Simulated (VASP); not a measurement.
A run of VASP 6.6.1:

File INCAR:

```
PREC = Accurate
ENCUT = 520
EDIFF = 1E-6
ISMEAR = 0
SIGMA = 0.1
LREAL = False
LASPH = True
NELM = 60
ALGO = Normal
ISIF = 2
LWAVE = False
LCHARG = True
GGA = PE
LELF = True
LVHAR = True
NBANDS = 46
```

KPOINTS

```
regular mesh
0
Gamma
  6 4 4
```

The input POSCAR:

```
GaN
1.0
    2.2740798337      2.2740798337      0.0000000000
    2.2740798337     -2.2740798337      4.5481596674
    2.2740798337     -2.2740798337     -4.5481596674
Ga N
4 4
Direct
    0.0000000000      0.0000000000      0.0000000000
    0.5000000000      0.5000000000      1.0000000000
    0.5000000000      1.0000000000      0.5000000000
    0.0000000000      0.5000000000      0.5000000000
    0.5000000000      0.3750000000      0.6250000000
    0.0000000000      0.8750000000      0.6250000000
    1.0000000000      0.3750000000      0.1250000000
    0.5000000000      0.8750000000      0.1250000000
```

Potentials or basis: VASP PAW PBE potentials, release 64 (Ga_d, N).

The run is started by

```sh
$ cat potpaw_PBE.64/Ga_d/POTCAR potpaw_PBE.64/N/POTCAR > POTCAR
$ mpirun -np 1 vasp_std > vasp.out
```

Hardware: 1 thread of Intel(R) Xeon(R) 6975P-C (Granite Rapids), with other jobs on the host.

Estimate the wall time of this run.

Wall time 71 s on 1 thread of Intel(R) Xeon(R) 6975P-C (Granite Rapids), on a shared host, peak memory 0.24 GiB. Counts: scf iterations 15, k points 28.
